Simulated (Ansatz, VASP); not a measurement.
**BiS: VASP beside Ansatz**

```xyz
2
Lattice="3.4740 0.0000 0.0000 0.0000 3.4740 0.0000 0.0000 0.0000 3.4740" Properties=species:S:1:pos:R:3 pbc="T T T"
Bi    0.0000    0.0000    0.0000
S     1.7370    1.7370    1.7370
```

Alike in both runs: task single point; functional PBEsol; k mesh 10 × 10 × 10; occupations gaussian, width 0.05 eV; no spin polarisation.

|  | VASP | Ansatz |
| --- | --- | --- |
| version | VASP 6.6.1 | Ansatz 0.2.0 |
| potentials or method | VASP PAW PBE potentials, release 64 (Bi_d, S), cutoff 520 eV | scalar-relativistic, plane waves, PAW |
| valence electrons in the cell | 21 | 21 |

|  | VASP | Ansatz | Ansatz less VASP |
| --- | --- | --- | --- |
| gap on the k mesh at the Fermi level (eV) | none | none | - |
| pressure (GPa) | 3.7 | 3.7 | +0.01 |

VASP's potentials were made for PBE, not for PBEsol. A gap of «none» marks a metal or a gap that the smearing closes.

Neither program's run includes spin-orbit coupling.
